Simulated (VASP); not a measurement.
Write the native input for VASP 6.6.1 that does the following.

| Item | Value |
| --- | --- |
| Task | single point |
| Functional | PBEsol |
| Potentials or basis | VASP PAW PBE potentials, release 64 (Hg, Te) |
| Cutoff | 520 eV |
| k mesh | 10 × 10 × 10 |
| Occupations | fermi-dirac, width 0.05 eV |
| Spin | no spin polarisation |
| Dipole correction | no |
| Further INCAR settings | ALGO = Normal; EDIFF = 1e-07; NBANDS = 16 |

The structure of HgTe lies in POSCAR:

```
HgTe
1.0
   -3.1053358708      3.1053358708      1.5899944314
    3.1053358708     -3.1053358708      1.5899944314
    3.1053358708      3.1053358708     -1.5899944314
Hg Te
1 1
Direct
    0.7500000000      0.2500000000      0.5000000000
    0.0000000000      0.0000000000      0.0000000000
```

This cell differs from its parent crystal: volume scaled by 1.06.

The input as run:

INCAR

```
SYSTEM = HgTe
PREC = Accurate
ENCUT = 520
EDIFF = 1E-7
ISMEAR = -1
SIGMA = 0.05
LREAL = .FALSE.
LASPH = .TRUE.
NELM = 60
ALGO = Normal
ISIF = 2
LWAVE = .FALSE.
LCHARG = .FALSE.
GGA = PS
NBANDS = 16
```

KPOINTS

```
Automatic mesh
0
G
  10 10 10
  0 0 0
```

Potentials or basis: VASP PAW PBE potentials, release 64 (Hg, Te).

Run with:

```bash
$ cat potpaw_PBE.64/Hg/POTCAR potpaw_PBE.64/Te/POTCAR > POTCAR
$ mpirun -np 1 vasp_std > vasp.out
```

It gave:

* Pressure: -5.0 GPa
* Band gap on the k mesh: zero (band 9 reaches 4.96 eV, above the bottom of band 10 at 1.88 eV)

Caveat: the PAW data sets were made with another functional, which shifts forces and pressure a little; spin-orbit coupling is left out, which moves the levels of the heavy elements.

Run time: 51 s on 1 thread of Intel(R) Xeon(R) 6975P-C (Granite Rapids), with other jobs on the host, peak memory 0.27 GiB.
